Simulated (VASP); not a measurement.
Input of a VASP 6.6.1 run:

File INCAR:

```
SYSTEM = NaI
PREC     = Accurate       ! precision mode
ENCUT    = 500            ! plane-wave cutoff, eV
EDIFF    = 1E-6           ! SCF threshold, eV
ISMEAR   = 0              ! smearing method
SIGMA    = 0.01           ! smearing width, eV
LREAL    = .FALSE.        ! projectors in reciprocal space
LASPH    = .TRUE.         ! aspherical terms in the spheres
NELM     = 120            ! most SCF steps
ALGO     = Normal         ! electronic algorithm
ISIF     = 2              ! what is computed and relaxed
LWAVE    = .FALSE.        ! write WAVECAR
LCHARG   = .TRUE.         ! write CHGCAR
LELF     = .TRUE.         ! ELF
LVHAR    = .TRUE.       
NBANDS   = 14             ! bands
GGA_COMPAT= .FALSE.
```

KPOINTS

```
Automatic mesh
0
G
  6 6 6
  0 0 0
```

The input POSCAR:

```
NaI
1.0
    0.0000000000      3.2296282834      3.2296282834
    3.2296282834      0.0000000000      3.2296282834
    3.2296282834      3.2296282834      0.0000000000
Na I
1 1
Direct
    0.0000000000      0.0000000000      0.0000000000
    0.5000000000      0.5000000000      0.5000000000
```

Potentials or basis: VASP PAW LDA potentials, release 64 (Na_pv, I).

Run with:

```bash
$ cat potpaw_LDA.64/Na_pv/POTCAR potpaw_LDA.64/I/POTCAR > POTCAR
$ mpirun -np 1 vasp_std > vasp.out
```

(1) What does it give for the band gap on the k mesh?

(2) What does it give for the pressure?

## Answers

(1) 3.36 eV.

(2) -1.5 GPa.

Caveat: spin-orbit coupling is left out, which moves the levels of the heavy elements.
